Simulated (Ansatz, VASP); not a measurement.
# Two plane-wave programs on AlN

File INCAR:

```
SYSTEM = AlN
PREC = Accurate ; ENCUT = 520
EDIFF = 1E-6 ; ISMEAR = 0
SIGMA = 0.05 ; LREAL = .FALSE.
LASPH = .TRUE. ; NELM = 100
ALGO = Normal ; ISIF = 2
LWAVE = .FALSE. ; LCHARG = .FALSE.
GGA = CA ; NBANDS = 26
```

File KPOINTS:

```
Automatic mesh
0
G
  8 6 4
  0 0 0
```

Contents of POSCAR:

```
AlN
1.0
   -1.6378403119      2.8368226349      0.0000000000
    0.0000000000      0.0000000000      4.1006264518
    4.9135209358      2.8368226349      0.0000000000
Al N
4 4
Direct
    0.2931579180      0.7500000000      0.1986652481
    1.0000000000      0.7500000000      0.6666666667
    0.0000000000      0.2500000000      0.3333333333
    0.5000000000      0.2500000000      0.8333333333
    0.5000000000      0.2500000000      0.1666666667
    1.0000000000      0.2500000000      0.6666666667
    0.0000000000      0.7500000000      0.3333333333
    0.5000000000      0.7500000000      0.8333333333
```

Input for Ansatz:

```yaml
crystal:
  lattice:
    - [-1.6378403119, 2.8368226349, 0.0]
    - [0.0, 0.0, 4.1006264518]
    - [4.9135209358, 2.8368226349, 0.0]
  atoms:
    - { symbol: Al, position: [0.293157918, 0.75, 0.1986652481] }
    - { symbol: Al, position: [1.0, 0.75, 0.6666666667] }
    - { symbol: Al, position: [0.0, 0.25, 0.3333333333] }
    - { symbol: Al, position: [0.5, 0.25, 0.8333333333] }
    - { symbol: "N", position: [0.5, 0.25, 0.1666666667] }
    - { symbol: "N", position: [1.0, 0.25, 0.6666666667] }
    - { symbol: "N", position: [0.0, 0.75, 0.3333333333] }
    - { symbol: "N", position: [0.5, 0.75, 0.8333333333] }
basis:
  ecutwfc: 420
kpoints:
  mp_grid: { grid: [8, 6, 4] }
hamiltonian:
  xc: lda
  pseudopotentials: { kind: paw, azcp: { folder: soft_1 } }
scf:
  occupations: { method: gaussian, width: 0.05 }
output:
  forces: true
  stress: true
  eigenvalues: true
```

Alike in both runs: task single point; functional LDA; k mesh 8 × 6 × 4; occupations gaussian, width 0.05 eV; no spin polarisation.

```csv
,VASP,Ansatz
version,VASP 6.6.1,Ansatz 0.2.0
potentials or method,"VASP PAW LDA potentials, release 64 (Al, N), cutoff 520 eV","scalar-relativistic, plane waves, PAW"
valence electrons in the cell,32,32
```

|  | VASP | Ansatz | Ansatz less VASP |
| --- | --- | --- | --- |
| gap on the k mesh at the Fermi level (eV) | 3.21 | 3.21 | -0.001 |
| least direct gap on the mesh (eV) | 3.21 | 3.21 | -0.001 |
| rms of the force components (eV/Å) | 15.301 | 16.035 | +0.7338 |

Ansatz warns that its potentials were made for another functional, while VASP's fit it. LDA's correlation is that of Perdew and Zunger in VASP and of Perdew and Wang (1992) in Ansatz. Atom by atom the forces differ by 0.736 eV/Å (rms over components).
